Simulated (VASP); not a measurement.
# CoO (Fm-3m) in VASP: a series of runs

CoO is run at these levels: PBE+U; tasks: single point.

All numbers are computed with VASP 6.6.1; they aren't measurements. Logs are shortened: lines on timing, memory, paths and dates and some standing lists are left out, and cuts for length are marked.

### 1 The cell of the first run

It takes space group Fm-3m (No. 225, cubic). The conventional cell has a = 4.263 Å, b = 4.263 Å, c = 4.263 Å, α = 90.00°, β = 90.00°, γ = 90.00°. Within 2.8 Å of Co (site symmetry m-3m) lie 6 O at 2.13 Å. Within 2.8 Å of O (site symmetry m-3m) lie 6 Co at 2.13 Å.

### 2 Single point, PBE+U, collinear spin, ferromagnetic start

Contents of INCAR:

```
SYSTEM = CoO
PREC     = Accurate       ! precision mode
ENCUT    = 520            ! plane-wave cutoff, eV
EDIFF    = 1E-6           ! SCF threshold, eV
ISMEAR   = 0              ! smearing method
SIGMA    = 0.05           ! smearing width, eV
LREAL    = .False.        ! projectors in reciprocal space
LASPH    = .True.         ! aspherical terms in the spheres
NELM     = 150            ! most SCF steps
ALGO     = Normal         ! electronic algorithm
ISIF     = 2              ! what is computed and relaxed
LWAVE    = .False.        ! write WAVECAR
LCHARG   = .True.         ! write CHGCAR
ISPIN    = 2              ! spin polarisation
MAGMOM   = 3 0            ! initial moments
LORBIT   = 11             ! projections on sites
LMAXMIX  = 4              ! l up to which the mixer works
LDAU     = .True.         ! DFT+U
LDAUTYPE = 2            
LDAUL    = 2 -1           ! shell
LDAUU    = 3.3 0          ! U, eV
LDAUJ    = 0 0          
LDAUPRINT= 1            
GGA      = PE             ! functional
LELF     = .True.         ! ELF
LVHAR    = .True.       
NBANDS   = 18             ! bands
```

Contents of KPOINTS:

```
Automatic mesh
0
Gamma
  6 6 6
  0 0 0
```

Contents of POSCAR:

```
CoO
1.0
    0.0000000000      2.1315000000      2.1315000000
    2.1315000000      0.0000000000      2.1315000000
    2.1315000000      2.1315000000      0.0000000000
Co O
1 1
Direct
    0.0000000000      0.0000000000      0.0000000000
    0.5000000000      0.5000000000      0.5000000000
```

Potentials or basis: VASP PAW PBE potentials, release 64 (Co, O).

Run with:

```
cat potpaw_PBE.64/Co/POTCAR potpaw_PBE.64/O/POTCAR > POTCAR
mpirun -np 1 vasp_std > vasp.out
```

OUTCAR:

```text
SYSTEM = CoO
   PREC = Accurate
   ENCUT = 520
   EDIFF = 1E-6
   ISMEAR = 0
   LREAL = .False.
   LASPH = .True.
   NELM = 150
   ISIF = 2
   ISPIN = 2
   LORBIT = 11
   GGA = PE

 ion  position               nearest neighbor table
   1  0.000  0.000  0.000-   2 2.13   2 2.13   2 2.13   2 2.13   2 2.13   2 2.13
   2  0.500  0.500  0.500-   1 2.13   1 2.13   1 2.13   1 2.13   1 2.13   1 2.13

  LATTYP: Found a face centered cubic cell.
 ALAT       =     4.2630000000

  Lattice vectors:

 A1 = (   0.0000000000,   2.1315000000,   2.1315000000)
 A2 = (   2.1315000000,   0.0000000000,   2.1315000000)
 A3 = (   2.1315000000,   2.1315000000,   0.0000000000)

Analysis of symmetry for initial positions (statically):
=====================================================================
 Subroutine PRICEL returns:
 Original cell was already a primitive cell.

 Routine SETGRP: Setting up the symmetry group for a
 face centered cubic supercell.

 Subroutine GETGRP returns: Found 48 space group operations
 (whereof 48 operations were pure point group operations)
 out of a pool of 48 trial point group operations.

The static configuration has the point symmetry O_h .

Analysis of symmetry for dynamics (positions and initial velocities):
=====================================================================
 Subroutine PRICEL returns:
 Original cell was already a primitive cell.

 Routine SETGRP: Setting up the symmetry group for a
 face centered cubic supercell.

 Subroutine GETGRP returns: Found 48 space group operations
 (whereof 48 operations were pure point group operations)
 out of a pool of 48 trial point group operations.

The dynamic configuration has the point symmetry O_h .

Analysis of structural, dynamic, and magnetic symmetry:
=====================================================================
 Subroutine PRICEL returns:
 Original cell was already a primitive cell.

 Routine SETGRP: Setting up the symmetry group for a
 face centered cubic supercell.

 Subroutine GETGRP returns: Found 48 space group operations
 (whereof 48 operations were pure point group operations)
 out of a pool of 48 trial point group operations.

The overall configuration has the point symmetry O_h .

[... 159 lines left out ...]
  o =  0.9680  v =  0.0000  0.7511  0.0000  0.6602 -0.0000  0.0000  0.0000  0.0000  0.0000  0.0000      0.0000  0.0000  0.0000  0.0000  0.0000  0.0000  0.0000  0.0000  0.0000  0.0000
  o =  0.9680  v =  0.0000 -0.6602  0.0000  0.7511  0.0000  0.0000  0.0000  0.0000  0.0000  0.0000      0.0000  0.0000  0.0000  0.0000  0.0000  0.0000  0.0000  0.0000  0.0000  0.0000
  o =  0.9680  v =  1.0000  0.0000  0.0000  0.0000  0.0000  0.0000  0.0000  0.0000  0.0000  0.0000      0.0000  0.0000  0.0000  0.0000  0.0000  0.0000  0.0000  0.0000  0.0000  0.0000
  o =  1.0117  v =  0.0000  0.0000 -0.1935  0.0000  0.9811  0.0000  0.0000  0.0000  0.0000  0.0000      0.0000  0.0000  0.0000  0.0000  0.0000  0.0000  0.0000  0.0000  0.0000  0.0000
  o =  1.0117  v =  0.0000 -0.0000 -0.9811  0.0000 -0.1935  0.0000  0.0000  0.0000  0.0000  0.0000      0.0000  0.0000  0.0000  0.0000  0.0000  0.0000  0.0000  0.0000  0.0000  0.0000

 number of electron      15.0000007 magnetization       2.9988908

 Free energy of the ion-electron system (eV)
  ---------------------------------------------------
  ext. energy  EPLUGINS =         0.00000000
  ---------------------------------------------------
  free energy    TOTEN  =       -11.29981849 eV

  energy without entropy =      -11.29319188  energy(sigma->0) =      -11.29650519

 E-fermi :   7.3374     XC(G=0): -12.3763

 val. band max:        7.3116303172   @ k =   0.3333   0.1667   0.0000
 cond. band min:       7.3602694586   @ k =   0.5000   0.3333   0.0000
 fundamental gap:      0.0486391414
 Fermi energy:         7.3374335199

 spin component 1

 k-point     1 :       0.0000    0.0000    0.0000
  band No.  band energies     occupation
      1     -12.1222      1.00000
      2       2.7312      1.00000
      3       2.7313      1.00000
      4       3.1801      1.00000
      5       3.1802      1.00000
      6       3.1802      1.00000
[... 312 lines left out ...]
      4       1.8373      1.00000
      5       3.4891      1.00000
      6       4.0889      1.00000
[... 10 lines left out ...]
     17      37.1421      0.00000
     18      39.1293      0.00000
 Fermi energy:         7.3374335199

 spin component 2

 k-point     1 :       0.0000    0.0000    0.0000
  band No.  band energies     occupation
      1     -11.6877      1.00000
      2       5.4526      1.00000
      3       5.4526      1.00000
      4       5.4526      1.00000
      5       6.2163      1.00000
      6       6.2163      1.00000
[... 313 lines left out ...]
      5       6.4558      1.00000
      6       7.2786      0.95206
[... 10 lines left out ...]
     17      39.2549      0.00000
     18      39.6703      0.00000

------------------------ aborting loop because EDIFF is reached ----------------------------------------

  FORCE on cell =-STRESS in cart. coord.  units (eV):
  Direction    XX          YY          ZZ          XY          YZ          ZX
  --------------------------------------------------------------------------------------
  -------------------------------------------------------------------------------------
  Total       -0.2869535     -0.2869535     -0.2869535     -0.0000000     -0.0000000      0.0000000
  in kB      -23.7375627    -23.7375627    -23.7375627     -0.0000000     -0.0000000      0.0000000
  external PRESSURE =     -23.7375627 kB  Pullay stress =       0.0000000 kB

 VOLUME and BASIS-vectors are now :
 -----------------------------------------------------------------------------
  energy-cutoff  :      520.00
  volume of cell :       19.37
      direct lattice vectors                 reciprocal lattice vectors
     0.000000000  2.131500000  2.131500000    -0.234576589  0.234576589  0.234576589
     2.131500000  0.000000000  2.131500000     0.234576589 -0.234576589  0.234576589
     2.131500000  2.131500000  0.000000000     0.234576589  0.234576589 -0.234576589

 POSITION                                       TOTAL-FORCE (eV/Angst)
 -----------------------------------------------------------------------------------
      0.00000      0.00000      0.00000        -0.000000     -0.000000     -0.000000
      2.13150      2.13150      2.13150         0.000000      0.000000      0.000000
 -----------------------------------------------------------------------------------
    total drift:                                0.000000     -0.000000     -0.000000

  FREE ENERGIE OF THE ION-ELECTRON SYSTEM (eV)
  ---------------------------------------------------
  free  energy   TOTEN  =       -11.2998184862 eV

  energy  without entropy=      -11.2931918842  energy(sigma->0) =      -11.29650519

 total charge

# of ion       s       p       d       tot
------------------------------------------
    1        0.296   0.361   7.136   7.793
    2        1.552   3.447   0.000   4.999
--------------------------------------------------
tot          1.849   3.808   7.136  12.792

 magnetization (x)

# of ion       s       p       d       tot
------------------------------------------
    1        0.021   0.018   2.694   2.733
    2        0.023   0.231   0.000   0.255
--------------------------------------------------
tot          0.045   0.249   2.694   2.987
```

Wall time 6.5 s (1 thread of Intel Xeon 6975P-C (Granite Rapids), shared host); peak memory 0.14 GiB.

Results:

```
Free energy                                           : -11.2998 eV
Pressure                                              : -2.4 GPa
Band gap on the k mesh                                : zero (filled and empty bands overlap)
Net moment                                            : 3.00 μB per cell
Site moments                                          : Co +2.73; O +0.26 μB
Valence electrons inside the program's atomic spheres : Co 7.79; O 5.00
```

Eigenvalues of the final occupation matrices:
```tsv
site	spin	trace	eigenvalues
site 1 d	1	4.93	0.97 0.97 0.97 1.01 1.01
site 1 d	2	2.23	0.14 0.14 0.65 0.65 0.65
```

Caveat: the k points lie up to 0.43 Å⁻¹ apart, too coarse for converged energies and pressures of a metal; a cell with one magnetic atom can't hold antiferromagnetic order, which such compounds often take.

### 3 Single point, PBE+U, collinear spin, antiferromagnetic start

This run uses another cell than the first one: it holds 4 atoms, not 2.

Contents of INCAR:

```
PREC = Accurate ; ENCUT = 520
EDIFF = 1E-6 ; ISMEAR = 0
SIGMA = 0.05 ; LREAL = F
LASPH = T ; NELM = 150
ALGO = Normal ; ISIF = 2
LWAVE = F ; LCHARG = F
ISPIN = 2 ; MAGMOM = 3 -3 0 0
LORBIT = 11 ; LMAXMIX = 4
LDAU = T ; LDAUTYPE = 2
LDAUL = 2 -1 ; LDAUU = 3.3 0
LDAUJ = 0 0 ; LDAUPRINT = 1
GGA = PE ; NBANDS = 27
```

Contents of KPOINTS:

```
regular mesh
0
Gamma
  5 5 3
```

Contents of POSCAR:

```
CoO
1.0
    0.0000000000      2.1628257023     -2.1628257023
    0.0000000000      2.1628257023      2.1628257023
    4.3256514046      0.0000000000      0.0000000000
Co O
2 2
Direct
    0.0000000000      0.0000000000      0.0000000000
    0.5000000000      0.5000000000      0.5000000000
    0.0000000000      1.0000000000      0.5000000000
    0.5000000000      1.5000000000      1.0000000000
```

Potentials or basis: VASP PAW PBE potentials, release 64 (Co, O).

Run with:

```
cat potpaw_PBE.64/Co/POTCAR potpaw_PBE.64/O/POTCAR > POTCAR
mpirun -np 1 vasp_std > vasp.out
```

Wall time 13 s (1 thread of Intel Xeon 6975P-C (Granite Rapids), shared host); peak memory 0.17 GiB.

It converged, with:

- Free energy: -23.7861 eV
- Pressure: -3.1 GPa
- Band gap on the k mesh: 0.72 eV
- Net moment: 0.00 μB per cell
- Site moments: Co +2.75, -2.75; O -0.11, +0.11 μB
- Valence electrons inside the program's atomic spheres: Co 7.73; O 4.99

Stress tensor (GPa, compression positive):
```
 5.14  0.00  0.00
 0.00 -7.19  0.00
 0.00  0.00 -7.19
```

Levels at points of the mesh, in eV from the valence-band top:
Spin up:
| k point | band 13 | band 14 | band 15 | band 16 | band 17 | band 18 |
| --- | --- | --- | --- | --- | --- | --- |
| (0.00, 0.00, 0.00) | -1.59 | -1.20 | -1.20 | 0.74 | 1.56 | 1.80 |
Spin down:
| k point | band 13 | band 14 | band 15 | band 16 | band 17 | band 18 |
| --- | --- | --- | --- | --- | --- | --- |
| (0.00, 0.00, 0.00) | -1.59 | -1.20 | -1.20 | 0.74 | 1.56 | 1.80 |

Eigenvalues of the final occupation matrices:
```
    site  spin  trace               eigenvalues
site 1 d     1   4.92  0.97 0.97 0.97 1.01 1.01
site 1 d     2   2.21  0.04 0.10 0.15 0.96 0.96
site 2 d     1   2.21  0.04 0.10 0.15 0.96 0.96
site 2 d     2   4.92  0.97 0.97 0.97 1.01 1.01
```

Caveat: the k points lie up to 0.48 Å⁻¹ apart; an odd mesh through Γ misses points on the zone boundary, where band edges can lie.

(Continued in part 2 of 2.)
